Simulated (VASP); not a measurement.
Here is a VASP 6.6.1 calculation.

Contents of POSCAR:

```
Al2Pt
1.0
    0.0000000000      2.9550000000      2.9550000000
    2.9550000000      0.0000000000      2.9550000000
    2.9550000000      2.9550000000      0.0000000000
Pt Al
1 2
Direct
    0.0000000000      0.0000000000      0.0000000000
    0.7500000000      0.7500000000      0.7500000000
    0.2500000000      0.2500000000      0.2500000000
```

File INCAR.step1:

```
ALGO     = Normal         # electronic algorithm
EDIFF    = 1E-4           # SCF threshold, eV
ENCUT    = 520            # plane-wave cutoff, eV
GGA      = PE             # functional
ISMEAR   = -1             # smearing method
LASPH    = True           # aspherical terms in the spheres
LCHARG   = False          # write CHGCAR
LREAL    = False          # projectors in reciprocal space
LWAVE    = True           # write WAVECAR
NBANDS   = 15             # bands
NELM     = 80             # most SCF steps
PREC     = Accurate       # precision mode
SIGMA    = 0.05           # smearing width, eV
```

Contents of INCAR.step2:

```
ALGO     = Normal         # electronic algorithm
EDIFF    = 1E-6           # SCF threshold, eV
ENCUT    = 520            # plane-wave cutoff, eV
ISIF     = 2              # what is computed and relaxed
ISMEAR   = -1             # smearing method
ISTART   = 1            
LASPH    = True           # aspherical terms in the spheres
LCHARG   = False          # write CHGCAR
LMIXTAU  = True         
LREAL    = False          # projectors in reciprocal space
LWAVE    = False          # write WAVECAR
METAGGA  = R2SCAN         # meta-GGA
NBANDS   = 15             # bands
NELM     = 80             # most SCF steps
PREC     = Accurate       # precision mode
SIGMA    = 0.05           # smearing width, eV
```

Contents of KPOINTS:

```
k-points
0
Gamma
  8 8 8
```

Potentials or basis: VASP PAW PBE potentials, release 64 (Pt, Al).

Launch:

```bash
$ cat potpaw_PBE.64/Pt/POTCAR potpaw_PBE.64/Al/POTCAR > POTCAR
$ cp INCAR.step1 INCAR
$ mpirun -np 1 vasp_std > vasp.out
$ cp INCAR.step2 INCAR
$ mpirun -np 1 vasp_std > vasp.out
```

Q: What does it give for the pressure?

A: -0.7 GPa.

Q: Estimate the band gap on the k mesh.

A: Zero (band 8 reaches 11.76 eV, above the bottom of band 9 at 6.08 eV).

Caveat: the PAW data sets were made with another functional, which shifts forces and pressure a little; spin-orbit coupling is left out, which moves the levels of the heavy elements.
